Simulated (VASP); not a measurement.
Set up this calculation in VASP 6.6.1, as the native input.

```yaml
Task: electric field gradients
Functional: PBE
Potentials_or_basis: VASP PAW PBE potentials, release 64 (Ag, Br)
Cutoff: 400 eV
k_mesh: 7 × 7 × 7
Occupations: fermi-dirac, width 0.02 eV
Spin: no spin polarisation
Dipole_correction: no
Further_INCAR_settings: ALGO = Normal; EDIFF = 1e-08; NBANDS = 16
```

The structure of AgBr lies in POSCAR:

```
AgBr
1.0
    0.0000000000      2.8860500000      2.8860500000
    2.8860500000      0.0000000000      2.8860500000
    2.8860500000      2.8860500000      0.0000000000
Ag Br
1 1
Direct
    0.5000000000      0.5000000000      0.5000000000
    0.0000000000      0.0000000000      0.0000000000
```

The input as run:

INCAR

```
SYSTEM = AgBr
  PREC = Accurate
  ENCUT = 400
  EDIFF = 1E-8
  ISMEAR = -1
  SIGMA = 0.02
  LREAL = .False.
  LASPH = .True.
  NELM = 120
  ALGO = Normal
  ISIF = 2
  LWAVE = .False.
  LCHARG = .False.
  GGA = PE
  LEFG = .True.
  NBANDS = 16
  GGA_COMPAT = .False.
```

KPOINTS

```
Automatic mesh
0
Gamma
  7 7 7
  0 0 0
```

Potentials or basis: VASP PAW PBE potentials, release 64 (Ag, Br).

Run with:

```bash
$ cat potpaw_PBE.64/Ag/POTCAR potpaw_PBE.64/Br/POTCAR > POTCAR
$ mpirun -np 1 vasp_std > vasp.out
```

Results of the run:

```json
{
  "Pressure": "1.3 GPa",
  "Band gap on the k mesh": "0.74 eV, indirect (least direct gap 2.55 eV)"
}
```

Caveat: without QUAD_EFG the Cq values of the log hold for a quadrupole moment of 1 mb, not for the nuclei.

Run time: 7.1 s on 1 thread of Intel(R) Xeon(R) 6975P-C (Granite Rapids), on a shared host, peak memory 0.15 GiB.
